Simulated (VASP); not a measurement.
# Zr3Si2 (P4/mbm) in VASP: further runs

Zr3Si2 is run at these levels: PBEsol; tasks: single point.

Everything below comes from runs of VASP 6.6.1. Logs are shortened: lines on timing, memory, paths and dates and some standing lists are left out, and cuts for length are marked.

**1. The cell of the first run**

It takes space group P4/mbm (No. 127, tetragonal). Conventional cell: a = 6.500 Å, b = 6.500 Å, c = 3.936 Å, α = 90.00°, β = 90.00°, γ = 90.00°. Zr (site symmetry m2m) has 6 Si at 2.71 to 2.78 Å and 9 Zr at 3.10 to 3.40 Å within 3.6 Å. Zr (site symmetry 4/m) has 4 Si at 2.58 Å and 8 Zr at 3.10 Å within 3.4 Å. Si (site symmetry m2m) has 1 Si at 2.25 Å and 8 Zr at 2.58 to 2.78 Å within 3.0 Å.

**2. Single point, PBEsol (strain -0.080 along x and y, +0.080 along z)**

INCAR reads:

```
SYSTEM = Zr3Si2
PREC = Accurate
ENCUT = 520
EDIFF = 1E-6
ISMEAR = 0
SIGMA = 0.15
LREAL = .False.
LASPH = .True.
NELM = 100
ALGO = Fast
ISIF = 2
LWAVE = .False.
LCHARG = .True.
GGA = PS
LELF = .True.
LVHAR = .True.
NBANDS = 55
```

KPOINTS reads:

```
Automatic mesh
0
Gamma
  6 6 12
  0 0 0
```

POSCAR reads:

```
Zr3Si2
1.0
    6.5003316009      0.0000000000      0.0000000000
    0.0000000000      6.5003316009      0.0000000000
    0.0000000000      0.0000000000      3.9360499880
Zr Si
6 4
Direct
    0.1744786434      0.6744786434      0.5000000000
    0.8255213566      0.3255213566      0.5000000000
    0.3255213566      0.1744786434      0.5000000000
    0.6744786434      0.8255213566      0.5000000000
    0.0000000000      0.0000000000      0.0000000000
    0.5000000000      0.5000000000      0.0000000000
    0.6223900186      0.1223900186      0.0000000000
    0.3776099814      0.8776099814      0.0000000000
    0.8776099814      0.6223900186      0.0000000000
    0.1223900186      0.3776099814      0.0000000000
```

Potentials or basis: VASP PAW PBE potentials, release 64 (Zr_sv, Si).

On the command line:

```bash
cat potpaw_PBE.64/Zr_sv/POTCAR potpaw_PBE.64/Si/POTCAR > POTCAR
mpirun -np 1 vasp_std > vasp.out
```

OUTCAR:

```text
SYSTEM = Zr3Si2
   PREC = Accurate
   ENCUT = 520
   EDIFF = 1E-6
   ISMEAR = 0
   LREAL = .False.
   LASPH = .True.
   NELM = 100
   ISIF = 2
   GGA = PS

 ion  position               nearest neighbor table
   1  0.174  0.674  0.500-   8 2.71   8 2.71  10 2.78   9 2.78   9 2.78  10 2.78   6 3.10   6 3.10
                             5 3.10   5 3.10   2 3.21   3 3.40   4 3.40   3 3.40   4 3.40
   2  0.826  0.326  0.500-   7 2.71   7 2.71  10 2.78   9 2.78   9 2.78  10 2.78   6 3.10   6 3.10
                             5 3.10   5 3.10   1 3.21   3 3.40   4 3.40   4 3.40   3 3.40
   3  0.326  0.174  0.500-  10 2.71  10 2.71   7 2.78   7 2.78   8 2.78   8 2.78   6 3.10   6 3.10
                             5 3.10   5 3.10   4 3.21   2 3.40   1 3.40   1 3.40   2 3.40
   4  0.674  0.826  0.500-   9 2.71   9 2.71   7 2.78   7 2.78   8 2.78   8 2.78   6 3.10   6 3.10
                             5 3.10   5 3.10   3 3.21   2 3.40   1 3.40   2 3.40   1 3.40
   5  0.000  0.000  0.000-   7 2.58   8 2.58   9 2.58  10 2.58   1 3.10   2 3.10   3 3.10   4 3.10
                             1 3.10   2 3.10   3 3.10   4 3.10
   6  0.500  0.500  0.000-   7 2.58   8 2.58   9 2.58  10 2.58   1 3.10   2 3.10   3 3.10   4 3.10
                             1 3.10   2 3.10   3 3.10   4 3.10
   7  0.622  0.122  0.000-   8 2.25   6 2.58   5 2.58   2 2.71   2 2.71   3 2.78   4 2.78   3 2.78
                             4 2.78
   8  0.378  0.878  0.000-   7 2.25   6 2.58   5 2.58   1 2.71   1 2.71   3 2.78   4 2.78   3 2.78
                             4 2.78
   9  0.878  0.622  0.000-  10 2.25   6 2.58   5 2.58   4 2.71   4 2.71   2 2.78   1 2.78   2 2.78
                             1 2.78
  10  0.122  0.378  0.000-   9 2.25   6 2.58   5 2.58   3 2.71   3 2.71   2 2.78   1 2.78   2 2.78
                             1 2.78

  LATTYP: Found a simple tetragonal cell.
 ALAT       =     6.5003316009
 C/A-ratio  =     0.6055152613

  Lattice vectors:

 A1 = (   6.5003316009,   0.0000000000,   0.0000000000)
 A2 = (   0.0000000000,   6.5003316009,   0.0000000000)
 A3 = (   0.0000000000,   0.0000000000,   3.9360499880)

Analysis of symmetry for initial positions (statically):
=====================================================================
 Subroutine PRICEL returns:
 Original cell was already a primitive cell.

 Routine SETGRP: Setting up the symmetry group for a
 simple tetragonal supercell.

 Subroutine GETGRP returns: Found 16 space group operations
 (whereof  8 operations were pure point group operations)
 out of a pool of 16 trial point group operations.

The static configuration has the point symmetry C_4h.
 The point group associated with its full space group is D_4h.

Analysis of symmetry for dynamics (positions and initial velocities):
=====================================================================
 Subroutine PRICEL returns:
 Original cell was already a primitive cell.

 Routine SETGRP: Setting up the symmetry group for a
 simple tetragonal supercell.

 Subroutine GETGRP returns: Found 16 space group operations
 (whereof  8 operations were pure point group operations)
 out of a pool of 16 trial point group operations.

The dynamic configuration has the point symmetry C_4h.
 The point group associated with its full space group is D_4h.

 Subroutine INISYM returns: Found 16 space group operations
 (whereof  8 operations are pure point group operations),
 and found     1 'primitive' translations

----------------------------------------------------------------------------------------

                                     Primitive cell

  volume of cell :     166.3151

  direct lattice vectors                    reciprocal lattice vectors
     6.500331601  0.000000000  0.000000000     0.153838306  0.000000000  0.000000000
     0.000000000  6.500331601  0.000000000     0.000000000  0.153838306  0.000000000
     0.000000000  0.000000000  3.936049988     0.000000000  0.000000000  0.254061814

  length of vectors
     6.500331601  6.500331601  3.936049988     0.153838306  0.153838306  0.254061814

  position of ions in fractional coordinates (direct lattice)
     0.174478643  0.674478643  0.500000000
     0.825521357  0.325521357  0.500000000
     0.325521357  0.174478643  0.500000000
     0.674478643  0.825521357  0.500000000
     0.000000000  0.000000000  0.000000000
[... 24 lines left out ...]
 Grid dimensions read from file:
 generate k-points for:    6    6   12

 Generating k-lattice:

  Cartesian coordinates                     Fractional coordinates (reciprocal lattice)
     0.025639718  0.000000000  0.000000000     0.166666667  0.000000000  0.000000000
     0.000000000  0.025639718  0.000000000     0.000000000  0.166666667  0.000000000
     0.000000000  0.000000000  0.021171818     0.000000000  0.000000000  0.083333333

  Length of vectors
     0.025639718  0.025639718  0.021171818

  Shift w.r.t. Gamma in fractional coordinates (k-lattice)
     0.000000000  0.000000000  0.000000000

 Subroutine IBZKPT returns following result:
 ===========================================

 Found     70 irreducible k-points:

 Following reciprocal coordinates:
            Coordinates               Weight
  0.000000  0.000000  0.000000      1.000000
  0.166667  0.000000  0.000000      4.000000
  0.333333  0.000000  0.000000      4.000000
  0.500000  0.000000  0.000000      2.000000
  0.166667  0.166667  0.000000      4.000000
  0.333333  0.166667  0.000000      8.000000
[... 16 lines left out ...]
  0.333333  0.000000  0.166667      8.000000
  0.500000  0.000000  0.166667      4.000000
 [... further k-points ...]
   k-points           NKPTS =     70   k-points in BZ     NKDIM =     70   number of bands    NBANDS=     55
   number of dos      NEDOS =    301   number of ions     NIONS =     10
   total plane-waves  NPLWV =  69120
   dimension x,y,z NGX =    48 NGY =   48 NGZ =   30
   dimension x,y,z NGXF=    96 NGYF=   96 NGZF=   60
   ions per type =               6   4
   NGX,Y,Z   is equivalent  to a cutoff of  12.28, 12.28, 12.67 a.u.
   NGXF,Y,Z  is equivalent  to a cutoff of  24.55, 24.55, 25.34 a.u.
 SYSTEM =  Zr3Si2
   PREC   = accura    normal or accurate (medium, high low for compatibility)
   ISTART =      0    job   : 0-new  1-cont  2-samecut
   ICHARG =      2    charge: 1-file 2-atom 10-const
   ISPIN  =      1    spin polarized calculation?
   LNONCOLLINEAR =      F non collinear calculations
   LSORBIT =      F    spin-orbit coupling
   LASPH  =      T    aspherical Exc in radial PAW
   ENCUT  =  520.0 eV  38.22 Ry    6.18 a.u.  12.09 12.09  7.32*2*pi/ulx,y,z
   NELM   =    100;   NELMIN=  2; NELMDL= -5     # of ELM steps
   EDIFF  = 0.1E-05   stopping-criterion for ELM
   LREAL  =      F    real-space projection
   EDIFFG = 0.1E-04   stopping-criterion for IOM
   NSW    =      0    number of steps for IOM
   IBRION =     -1    ionic relax: 0-MD 1-quasi-New 2-CG
   NFREE  =      0    steps in history (QN), initial steepest desc. (CG)
   ISIF   =      2    stress and relaxation
   ISYM   =      2    0-nonsym 1-usesym 2-fastsym
   POTIM  = 0.5000    time-step for ionic-motion
   TEBEG  =    0.0;   TEEND  =   0.0 temperature during run
   PSTRESS=    0.0 pullay stress
   NELECT =      88.0000    total number of electrons
   NUPDOWN=      -1.0000    fix difference up-down
   EMIN   =  10.00;   EMAX   =-10.00  energy-range for DOS
   EFERMI =   0.00;   METHOD = LEGACY
   ISMEAR =     0;   SIGMA  =   0.15  broadening in eV -4-tet -1-fermi 0-gaus
   EFERMI_NEDOS =   21; number of points for ismear=-14 and -15
   IALGO  =     68    algorithm
   IMIX   =      4    mixing-type and parameters
     AMIX     =   0.40;   BMIX     =  1.00
     AMIX_MAG =   1.60;   BMIX_MAG =  1.00
  volume/ion in A,a.u.               =      16.63       112.23
  Fermi-wavevector in a.u.,A,eV,Ry     =   1.324113  2.502211 23.854772  1.753276
  Thomas-Fermi vector in A             =   2.453672
   LORBIT       =      0    0 simple, 1 ext, 2 COOP (PROOUT), +10 PAW based schemes
   GGA     = PS    functional components
   LHFCALC =     F    Hartree Fock is set to
   AEXX    =    0.0000 exact exchange contribution
   IVDW    =     0    specifies the selected vdW correction
   LEPSILON=     F    determine dielectric tensor
   LRPA    =     F    only Hartree local field effects (RPA)
 non-spin polarized calculation
 RMM-DIIS sequential band-by-band and
 Gauss-broadening in eV      SIGMA  =   0.15
  energy-cutoff  :      520.00
  volume of cell :      166.32
 maximum number of plane-waves:      4520
   NGX = 25   NGY = 25   NGZ = 15

 number of electron      87.9999998 magnetization

 Free energy of the ion-electron system (eV)
  ---------------------------------------------------
  ext. energy  EPLUGINS =         0.00000000
  ---------------------------------------------------
  free energy    TOTEN  =       -84.71993993 eV

  energy without entropy =      -84.63868512  energy(sigma->0) =      -84.67931253

 E-fermi :  10.6743     XC(G=0): -11.9766

 val. band max:       10.6739537159   @ k =   0.3333   0.1667   0.5000
 cond. band min:      10.6779326685   @ k =   0.3333   0.0000   0.5000
 fundamental gap:      0.0039789527
 Fermi energy:        10.6742528539

 k-point     1 :       0.0000    0.0000    0.0000
  band No.  band energies     occupation
      1     -37.3155      2.00000
      2     -37.2431      2.00000
      3     -37.2431      2.00000
      4     -37.2431      2.00000
      5     -36.8275      2.00000
      6     -36.8056      2.00000
[... 1381 lines left out ...]
     54      13.6463      0.00000
     55      14.3443      0.00000

 [... further k-points ...]

------------------------ aborting loop because EDIFF is reached ----------------------------------------

  FORCE on cell =-STRESS in cart. coord.  units (eV):
  Direction    XX          YY          ZZ          XY          YZ          ZX
  --------------------------------------------------------------------------------------
  -------------------------------------------------------------------------------------
  Total       30.3057344     30.3057344     -0.5471036      0.0000000      0.0000000     -0.0000000
  in kB      291.9468319    291.9468319     -5.2704604      0.0000000      0.0000000     -0.0000000
  external PRESSURE =     192.8744011 kB  Pullay stress =       0.0000000 kB

 VOLUME and BASIS-vectors are now :
 -----------------------------------------------------------------------------
  energy-cutoff  :      520.00
  volume of cell :      166.32
      direct lattice vectors                 reciprocal lattice vectors
     6.500331601  0.000000000  0.000000000     0.153838306  0.000000000  0.000000000
     0.000000000  6.500331601  0.000000000     0.000000000  0.153838306  0.000000000
     0.000000000  0.000000000  3.936049988     0.000000000  0.000000000  0.254061814

 POSITION                                       TOTAL-FORCE (eV/Angst)
 -----------------------------------------------------------------------------------
      1.13417      4.38433      1.96802         0.187000      0.187000     -0.000000
      5.36616      2.11600      1.96802        -0.187000     -0.187000      0.000000
      2.11600      1.13417      1.96802        -0.187000      0.187000      0.000000
      4.38433      5.36616      1.96802         0.187000     -0.187000     -0.000000
      0.00000      0.00000      0.00000         0.000000      0.000000     -0.000000
      3.25017      3.25017      0.00000         0.000000      0.000000     -0.000000
      4.04574      0.79558      0.00000         0.205596      0.205596     -0.000000
      2.45459      5.70476      0.00000        -0.205596     -0.205596      0.000000
      5.70476      4.04574      0.00000        -0.205596      0.205596     -0.000000
      0.79558      2.45459      0.00000         0.205596     -0.205596      0.000000
 -----------------------------------------------------------------------------------
    total drift:                                0.000000     -0.000000      0.000000

  FREE ENERGIE OF THE ION-ELECTRON SYSTEM (eV)
  ---------------------------------------------------
  free  energy   TOTEN  =       -84.7199399269 eV

  energy  without entropy=      -84.6386851248  energy(sigma->0) =      -84.67931253
```

Wall time 16 min (1 thread of Intel Xeon Platinum 8259CL at 2.50GHz (Skylake/Cascade Lake), shared host); peak memory 0.56 GiB.

What came out:

```
Free energy            : -84.7199 eV
Pressure               : 19.3 GPa
Largest force          : 0.291 eV/Å
Band gap on the k mesh : zero (bands 44 and 45 overlap by 1.18 eV)
```

Forces in eV/Å, atoms in the order of the input:
```
Zr   0.187  0.187  0.000
Zr  -0.187 -0.187  0.000
Zr  -0.187  0.187  0.000
Zr   0.187 -0.187  0.000
Zr   0.000  0.000  0.000
Zr   0.000  0.000  0.000
Si   0.206  0.206  0.000
Si  -0.206 -0.206  0.000
Si  -0.206  0.206  0.000
Si   0.206 -0.206  0.000
```

Stress tensor (GPa, compression positive):
```
29.19  0.00  0.00
 0.00 29.19  0.00
 0.00  0.00 -0.53
```

Caveat: the cell differs from its parent crystal (strain -0.080 along x and y, +0.080 along z); the stress differs along the axes, from -1 to 29 GPa; the PAW data sets were made with another functional, which shifts forces and pressure a little.

**3. Single point, PBEsol (strain +0.000 along x and y, -0.080 along z)**

INCAR reads:

```
ALGO     = Fast           # electronic algorithm
EDIFF    = 1E-7           # SCF threshold, eV
ENCUT    = 520            # plane-wave cutoff, eV
GGA      = PS             # functional
ISIF     = 2              # what is computed and relaxed
ISMEAR   = 0              # smearing method
LASPH    = T              # aspherical terms in the spheres
LCHARG   = T              # write CHGCAR
LELF     = T              # ELF
LREAL    = F              # projectors in reciprocal space
LVHAR    = T            
LWAVE    = F              # write WAVECAR
NBANDS   = 55             # bands
NELM     = 100            # most SCF steps
PREC     = Accurate       # precision mode
SIGMA    = 0.15           # smearing width, eV
```

KPOINTS reads:

```
k-points
0
Gamma
  6 6 12
```

POSCAR, as its differences from that of step 2:

```diff
@@ -2,5 +2,5 @@
 1.0
-    6.5003316009      0.0000000000      0.0000000000
-    0.0000000000      6.5003316009      0.0000000000
-    0.0000000000      0.0000000000      3.9360499880
+    7.0655778271      0.0000000000      0.0000000000
+    0.0000000000      7.0655778271      0.0000000000
+    0.0000000000      0.0000000000      3.3529314712
 Zr Si
```

Potentials or basis: VASP PAW PBE potentials, release 64 (Zr_sv, Si).

On the command line:

```bash
cat potpaw_PBE.64/Zr_sv/POTCAR potpaw_PBE.64/Si/POTCAR > POTCAR
mpirun -np 1 vasp_std > vasp.out
```

Wall time 25 min (1 thread of Intel Xeon Platinum 8259CL at 2.50GHz (Skylake/Cascade Lake), shared host); peak memory 0.57 GiB.

Results (log left out):

```
Free energy            : -86.2120 eV
Pressure               : 13.4 GPa
Largest force          : 0.162 eV/Å
Band gap on the k mesh : zero (bands 44 and 45 overlap by 1.52 eV)
```

Forces in eV/Å, atoms in the order of the input:
```
Zr   0.030  0.030  0.000
Zr  -0.030 -0.030  0.000
Zr  -0.030  0.030  0.000
Zr   0.030 -0.030  0.000
Zr   0.000  0.000  0.000
Zr   0.000  0.000  0.000
Si  -0.115 -0.115  0.000
Si   0.115  0.115  0.000
Si   0.115 -0.115  0.000
Si  -0.115  0.115  0.000
```

Stress tensor (GPa, compression positive):
```
 9.58  0.00  0.00
 0.00  9.58  0.00
 0.00  0.00 21.14
```

Levels at points of the mesh, in eV from the Fermi level:
| k point | band 42 | band 43 | band 44 | band 45 | band 46 | band 47 |
| --- | --- | --- | --- | --- | --- | --- |
| (0.00, 0.00, 0.00) | -0.56 | -0.43 | 0.71 | 0.79 | 1.71 | 1.80 |
| (0.50, 0.00, 0.00) | 0.43 | 0.53 | 0.53 | 0.91 | 0.91 | 1.34 |
| (0.50, 0.50, 0.00) | -0.31 | 0.41 | 0.41 | 0.52 | 0.52 | 1.18 |
| (0.00, 0.00, 0.50) | -0.34 | -0.34 | -0.29 | 0.07 | 0.27 | 0.32 |
| (0.50, 0.00, 0.50) | -1.18 | -0.86 | -0.86 | 0.42 | 0.42 | 1.76 |
| (0.50, 0.50, 0.50) | -1.02 | -0.94 | -0.94 | -0.52 | -0.52 | 1.73 |

Caveat: the cell differs from its parent crystal (strain +0.000 along x and y, -0.080 along z); the stress differs along the axes, from 10 to 21 GPa; the PAW data sets were made with another functional, which shifts forces and pressure a little.
